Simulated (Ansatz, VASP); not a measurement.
One calculation of TeAs2, two programs

```
Te As
1.0
    -3.56598    3.56598    2.86988
     3.56598   -3.56598    2.86988
     3.56598    3.56598   -2.86988
Te As
2 4
Cartesian
  0.0000 3.5660 1.4349
  0.0000 0.0000 0.0000
  1.7830 0.0000 2.1524
  1.7830 3.5660 -0.7175
  3.5660 1.7830 0.7175
  0.0000 1.7830 3.5874
```

Alike in both runs: functional r2SCAN; k mesh 8 × 8 × 8; occupations gaussian, width 0.1 eV; no spin polarisation.

Ansatz relaxed the structure, and its values are those at the end. VASP's run is a single point on that final structure, the one shown.

```csv
,VASP,Ansatz
version,VASP 6.6.1,Ansatz 0.2.0
potentials or method,"VASP PAW PBE potentials, release 64 (Te, As), cutoff 520 eV","scalar-relativistic, plane waves, PAW"
valence electrons in the cell,32,92
```

```tsv
	VASP	Ansatz	Ansatz less VASP
gap on the k mesh at the Fermi level (eV)	none	none	-
pressure (GPa)	0.0	0.0	+0.04
```

VASP's potentials were made for PBE, not for r2SCAN. A gap of «none» marks a metal or a gap that the smearing closes. VASP's potentials hold 32 valence electrons a cell and Ansatz's 92, so a difference there can come from the potentials and not from the codes.

Neither program's run includes spin-orbit coupling.
